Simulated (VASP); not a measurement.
# Zr (C2/c) in VASP: a series of runs

The runs below take Zr through single point, with LDA.

Program: VASP 6.6.1. These are calculated values, not measurements. Logs are shortened: lines on timing, memory, paths and dates and some standing lists are left out, and cuts for length are marked.

## Step 1: The cell of the first run

The structure is monoclinic, space group C2/c (No. 15). Conventional cell: a = 3.232 Å, b = 5.598 Å, c = 5.148 Å, α = 90.00°, β = 91.72°, γ = 90.00°. Zr (site symmetry 2) has 12 Zr at 3.14 to 3.23 Å within 4.1 Å.

## Step 2: Single point, LDA (strain -0.0300 x Voigt [0, 0, 0, 0, 1, 0])

Contents of INCAR:

```
SYSTEM = Zr
PREC = Accurate
ENCUT = 520
EDIFF = 1E-6
ISMEAR = 0
SIGMA = 0.15
LREAL = .FALSE.
LASPH = .TRUE.
NELM = 80
ALGO = Fast
ISIF = 2
LWAVE = .FALSE.
LCHARG = .FALSE.
NBANDS = 19
```

Contents of KPOINTS:

```
regular mesh
0
G
  18 18 10
  0 0 0
```

Contents of POSCAR:

```
Zr
1.0
    3.2319982225      0.0000000000     -0.0484799733
   -1.6159991112      2.7989925657      0.0242399867
   -0.0772050000      0.0000000000      5.1470000000
Zr
2
Direct
    0.3333333333      0.6666666667      0.2500000000
    0.6666666667      0.3333333333      0.7500000000
```

Potentials or basis: VASP PAW LDA potentials, release 64 (Zr_sv).

Launch:

```bash
> cat potpaw_LDA.64/Zr_sv/POTCAR > POTCAR
> mpirun -np 1 vasp_std > vasp.out
```

OUTCAR:

```text
SYSTEM = Zr
   PREC = Accurate
   ENCUT = 520
   EDIFF = 1E-6
   ISMEAR = 0
   LREAL = .FALSE.
   LASPH = .TRUE.
   NELM = 80
   ISIF = 2

 ion  position               nearest neighbor table
   1  0.333  0.667  0.250-   2 3.14   2 3.14   2 3.18   2 3.18   2 3.22   2 3.22
   2  0.667  0.333  0.750-   1 3.14   1 3.14   1 3.18   1 3.18   1 3.22   1 3.22

  LATTYP: Found a base centered monoclinic cell.
 ALAT       =     3.2323618018
 B/A-ratio  =     1.7318559847
 C/A-ratio  =     1.5925132521
 COS(beta)  =    -0.0299932515

  Lattice vectors:

 A1 = (   1.6159991112,  -2.7989925657,  -0.0242399867)
 A2 = (   1.6159991113,   2.7989925657,  -0.0242399866)
 A3 = (  -0.0772050000,   0.0000000000,   5.1470000000)

Analysis of symmetry for initial positions (statically):
=====================================================================
 Subroutine PRICEL returns:
 Original cell was already a primitive cell.

 Routine SETGRP: Setting up the symmetry group for a
 base centered monoclinic supercell.

 Subroutine GETGRP returns: Found  4 space group operations
 (whereof  2 operations were pure point group operations)
 out of a pool of  4 trial point group operations.

The static configuration has the point symmetry S_2 .
 The point group associated with its full space group is C_2h.

Analysis of symmetry for dynamics (positions and initial velocities):
=====================================================================
 Subroutine PRICEL returns:
 Original cell was already a primitive cell.

 Routine SETGRP: Setting up the symmetry group for a
 base centered monoclinic supercell.

 Subroutine GETGRP returns: Found  4 space group operations
 (whereof  2 operations were pure point group operations)
 out of a pool of  4 trial point group operations.

The dynamic configuration has the point symmetry S_2 .
 The point group associated with its full space group is C_2h.

 Subroutine INISYM returns: Found  4 space group operations
 (whereof  2 operations are pure point group operations),
 and found     1 'primitive' translations

----------------------------------------------------------------------------------------

                                     Primitive cell

  volume of cell :      46.5510

  direct lattice vectors                    reciprocal lattice vectors
     3.231998223  0.000000000 -0.048479973     0.309475743  0.178635701  0.004642136
    -1.615999111  2.798992566  0.024239987     0.000000000  0.357271403  0.000000000
    -0.077205000  0.000000000  5.147000000     0.002914975 -0.000000000  0.194331659

  length of vectors
     3.232361802  3.232089121  5.147579005     0.357361859  0.357271403  0.194353520

  position of ions in fractional coordinates (direct lattice)
     0.333333333  0.666666667  0.250000000
     0.666666667  0.333333333  0.750000000

  ion indices of the primitive-cell ions
   primitive index   ion index
                 1           1
                 2           2

----------------------------------------------------------------------------------------

 KPOINTS: regular mesh

Automatic generation of k-mesh.
 Grid dimensions read from file:
 generate k-points for:   18   18   10

 Generating k-lattice:

  Cartesian coordinates                     Fractional coordinates (reciprocal lattice)
     0.017193097  0.009924206  0.000257896     0.055555556  0.000000000  0.000000000
     0.000000000  0.019848411  0.000000000     0.000000000  0.055555556  0.000000000
     0.000291497 -0.000000000  0.019433166     0.000000000 -0.000000000  0.100000000

  Length of vectors
     0.019853437  0.019848411  0.019435352

  Shift w.r.t. Gamma in fractional coordinates (k-lattice)
     0.000000000  0.000000000  0.000000000

 Subroutine IBZKPT returns following result:
 ===========================================

 Found    866 irreducible k-points:

 Following reciprocal coordinates:
            Coordinates               Weight
  0.000000  0.000000  0.000000      1.000000
  0.055556  0.000000  0.000000      4.000000
  0.111111  0.000000  0.000000      4.000000
  0.166667 -0.000000  0.000000      4.000000
  0.222222  0.000000  0.000000      4.000000
  0.277778  0.000000  0.000000      4.000000
[... 16 lines left out ...]
 -0.333333  0.055556 -0.000000      4.000000
 -0.277778  0.055556 -0.000000      4.000000
 [... further k-points ...]
   k-points           NKPTS =    866   k-points in BZ     NKDIM =    866   number of bands    NBANDS=     19
   number of dos      NEDOS =    301   number of ions     NIONS =      2
   total plane-waves  NPLWV =  23040
   dimension x,y,z NGX =    24 NGY =   24 NGZ =   40
   dimension x,y,z NGXF=    48 NGYF=   48 NGZF=   80
   ions per type =               2
   NGX,Y,Z   is equivalent  to a cutoff of  12.34, 12.34, 12.92 a.u.
   NGXF,Y,Z  is equivalent  to a cutoff of  24.69, 24.69, 25.84 a.u.
 SYSTEM =  Zr
   PREC   = accura    normal or accurate (medium, high low for compatibility)
   ISTART =      0    job   : 0-new  1-cont  2-samecut
   ICHARG =      2    charge: 1-file 2-atom 10-const
   ISPIN  =      1    spin polarized calculation?
   LNONCOLLINEAR =      F non collinear calculations
   LSORBIT =      F    spin-orbit coupling
   LASPH  =      T    aspherical Exc in radial PAW
   ENCUT  =  520.0 eV  38.22 Ry    6.18 a.u.   6.01  6.01  9.57*2*pi/ulx,y,z
   NELM   =     80;   NELMIN=  2; NELMDL= -5     # of ELM steps
   EDIFF  = 0.1E-05   stopping-criterion for ELM
   LREAL  =      F    real-space projection
   EDIFFG = 0.1E-04   stopping-criterion for IOM
   NSW    =      0    number of steps for IOM
   IBRION =     -1    ionic relax: 0-MD 1-quasi-New 2-CG
   NFREE  =      0    steps in history (QN), initial steepest desc. (CG)
   ISIF   =      2    stress and relaxation
   ISYM   =      2    0-nonsym 1-usesym 2-fastsym
   POTIM  = 0.5000    time-step for ionic-motion
   TEBEG  =    0.0;   TEEND  =   0.0 temperature during run
   PSTRESS=    0.0 pullay stress
   NELECT =      24.0000    total number of electrons
   NUPDOWN=      -1.0000    fix difference up-down
   EMIN   =  10.00;   EMAX   =-10.00  energy-range for DOS
   EFERMI =   0.00;   METHOD = LEGACY
   ISMEAR =     0;   SIGMA  =   0.15  broadening in eV -4-tet -1-fermi 0-gaus
   EFERMI_NEDOS =   21; number of points for ismear=-14 and -15
   IALGO  =     68    algorithm
   IMIX   =      4    mixing-type and parameters
     AMIX     =   0.40;   BMIX     =  1.00
     AMIX_MAG =   1.60;   BMIX_MAG =  1.00
  volume/ion in A,a.u.               =      23.28       157.07
  Fermi-wavevector in a.u.,A,eV,Ry     =   1.312710  2.480662 23.445664  1.723208
  Thomas-Fermi vector in A             =   2.443083
   LORBIT       =      0    0 simple, 1 ext, 2 COOP (PROOUT), +10 PAW based schemes
   GGA     = CA    functional components
   LHFCALC =     F    Hartree Fock is set to
   AEXX    =    0.0000 exact exchange contribution
   IVDW    =     0    specifies the selected vdW correction
   LEPSILON=     F    determine dielectric tensor
   LRPA    =     F    only Hartree local field effects (RPA)
 non-spin polarized calculation
 RMM-DIIS sequential band-by-band and
 Gauss-broadening in eV      SIGMA  =   0.15
  energy-cutoff  :      520.00
  volume of cell :       46.55
 maximum number of plane-waves:      1275
   NGX = 13   NGY = 13   NGZ = 19

 number of electron      24.0000000 magnetization

 Free energy of the ion-electron system (eV)
  ---------------------------------------------------
  ext. energy  EPLUGINS =         0.00000000
  ---------------------------------------------------
  free energy    TOTEN  =       -18.53550091 eV

  energy without entropy =      -18.51157349  energy(sigma->0) =      -18.52353720

 E-fermi :   8.7845     XC(G=0): -11.2958

 val. band max:        8.7817584992   @ k =  -0.3333  -0.4444   0.3000
 cond. band min:       8.7850588344   @ k =  -0.4444  -0.3333   0.3000
 fundamental gap:      0.0033003352
 Fermi energy:         8.7844504377

 k-point     1 :       0.0000    0.0000    0.0000
  band No.  band energies     occupation
      1     -39.7650      2.00000
      2     -39.6052      2.00000
      3     -18.4454      2.00000
      4     -17.5587      2.00000
      5     -17.5571      2.00000
      6     -17.4265      2.00000
[... 11 lines left out ...]
     18      10.9088      0.00000
     19      13.1905      0.00000

 k-point     2 :       0.0556    0.0000    0.0000
  band No.  band energies     occupation
      1     -39.7614      2.00000
      2     -39.6037      2.00000
      3     -18.4357      2.00000
      4     -17.5790      2.00000
      5     -17.5654      2.00000
      6     -17.4417      2.00000
[... 11 lines left out ...]
     18      10.8244      0.00000
     19      13.3195      0.00000

 k-point     3 :       0.1111    0.0000    0.0000
  band No.  band energies     occupation
      1     -39.7508      2.00000
      2     -39.5995      2.00000
      3     -18.4073      2.00000
      4     -17.6408      2.00000
      5     -17.5856      2.00000
      6     -17.5015      2.00000
[... 11 lines left out ...]
     18      10.6699      0.00000
     19      13.3986      0.00000

 k-point     4 :       0.1667   -0.0000    0.0000
  band No.  band energies     occupation
      1     -39.7343      2.00000
      2     -39.5933      2.00000
      3     -18.3618      2.00000
      4     -17.7353      2.00000
      5     -17.6154      2.00000
      6     -17.5957      2.00000
[... 11 lines left out ...]
     18      10.9762      0.00000
     19      13.5742      0.00000

 k-point     5 :       0.2222    0.0000    0.0000
  band No.  band energies     occupation
      1     -39.7134      2.00000
      2     -39.5862      2.00000
      3     -18.3022      2.00000
      4     -17.8511      2.00000
      5     -17.7084      2.00000
      6     -17.6508      2.00000
[... 11 lines left out ...]
     18      11.4594      0.00000
     19      13.7375      0.00000
[... 334 lines left out ...]
      2     -39.5724      2.00000
      3     -18.2125      2.00000
      4     -18.0536      2.00000
      5     -18.0367      2.00000
      6     -17.7675      2.00000
[... 11 lines left out ...]
     18      13.9685      0.00000
     19      13.9991      0.00000

 k-point    22 :      -0.3889    0.0556    0.0000
  band No.  band energies     occupation
      1     -39.6543      2.00000
      2     -39.5731      2.00000
      3     -18.1395      2.00000
      4     -18.1102      2.00000
      5     -17.9779      2.00000
      6     -17.7426      2.00000
[... 11 lines left out ...]
     18      13.2492      0.00000
     19      13.9480      0.00000

 k-point    23 :      -0.3333    0.0556   -0.0000
  band No.  band energies     occupation
      1     -39.6765      2.00000
      2     -39.5765      2.00000
      3     -18.1896      2.00000
      4     -18.0306      2.00000
      5     -17.8893      2.00000
      6     -17.7074      2.00000
[... 11 lines left out ...]
     18      12.5477      0.00000
     19      13.8755      0.00000

 k-point    24 :      -0.2778    0.0556   -0.0000
  band No.  band energies     occupation
      1     -39.6999      2.00000
      2     -39.5822      2.00000
      3     -18.2620      2.00000
      4     -17.9124      2.00000
      5     -17.7880      2.00000
      6     -17.6639      2.00000
[... 11 lines left out ...]
     18      11.8973      0.00000
     19      13.7707      0.00000

 [... further k-points ...]
[... 5 lines left out ...]
  --------------------------------------------------------------------------------------
  -------------------------------------------------------------------------------------
  Total       -1.7834578     -1.8150336     -1.6382780     -0.0000000     -0.0000000      0.1821739
  in kB      -61.3824378    -62.4692019    -56.3856866     -0.0000000     -0.0000000      6.2699968
  external PRESSURE =     -60.0791088 kB  Pullay stress =       0.0000000 kB

 VOLUME and BASIS-vectors are now :
 -----------------------------------------------------------------------------
  energy-cutoff  :      520.00
  volume of cell :       46.55
      direct lattice vectors                 reciprocal lattice vectors
     3.231998223  0.000000000 -0.048479973     0.309475743  0.178635701  0.004642136
    -1.615999111  2.798992566  0.024239987     0.000000000  0.357271403  0.000000000
    -0.077205000  0.000000000  5.147000000     0.002914975 -0.000000000  0.194331659

 POSITION                                       TOTAL-FORCE (eV/Angst)
 -----------------------------------------------------------------------------------
     -0.01930      1.86600      1.28675         0.000000      0.002645      0.000000
      1.55810      0.93300      3.83601        -0.000000     -0.002645     -0.000000
 -----------------------------------------------------------------------------------
    total drift:                               -0.000000      0.000000     -0.000000

  FREE ENERGIE OF THE ION-ELECTRON SYSTEM (eV)
  ---------------------------------------------------
  free  energy   TOTEN  =       -18.5355009082 eV

  energy  without entropy=      -18.5115734936  energy(sigma->0) =      -18.52353720
```

It took 14 min on 1 thread of Intel Xeon Platinum 8259CL at 2.50GHz (Skylake/Cascade Lake), shared host; peak memory 0.65 GiB.

Results:

```
Free energy            : -18.5355 eV
Pressure               : -6.0 GPa
Band gap on the k mesh : zero (bands 12 and 13 overlap by 1.19 eV)
```

Forces on the atoms (eV/Å):
```
Zr   0.000  0.003  0.000
Zr   0.000 -0.003  0.000
```

Caveat: the cell differs from its parent crystal (strain -0.0300 x Voigt [0, 0, 0, 0, 1, 0]); the cell stands under tension.

(Part 1 of 2 ends here.)
